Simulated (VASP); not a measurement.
MgO, 4 atoms in the cell. The structure is hexagonal, space group P6_3/mmc (No. 194). Conventional cell: a = 3.363 Å, b = 3.363 Å, c = 4.054 Å, α = 90.00°, β = 90.00°, γ = 120.00°. Within 2.6 Å of Mg (site symmetry -6m2) lie 5 O at 1.94 to 2.03 Å. Within 2.6 Å of O (site symmetry -6m2) lie 5 Mg at 1.94 to 2.03 Å. 

```yaml
Program: VASP 6.6.1
Task: vibrations by perturbation theory
Functional: PBEsol
Potentials_or_basis: VASP PAW PBE potentials, release 64 (Mg, O)
Cutoff: 520 eV
k_mesh: 12 × 12 × 6
Occupations: gaussian, width 0.01 eV
Spin: no spin polarisation
Dipole_correction: no
Further_INCAR_settings: ALGO = Normal; EDIFF = 1e-08; NBANDS = 16; IBRION = 8; NSW = 1
```

Potentials or basis: VASP PAW PBE potentials, release 64 (Mg, O).

The run is started by

```bash
$ cat potpaw_PBE.64/Mg/POTCAR potpaw_PBE.64/O/POTCAR > POTCAR
$ mpirun -np 1 vasp_std > vasp.out
```

Hardware: 1 thread of Intel(R) Xeon(R) Platinum 8375C CPU @ 2.90GHz (Ice Lake), on a shared host.

Problem. Estimate the wall time of this run.

Solution. Run time: 14 min on 1 thread of Intel(R) Xeon(R) Platinum 8375C CPU @ 2.90GHz (Ice Lake), with other jobs on the host, peak memory 0.53 GiB. Counts: scf iterations 119, k points 76.
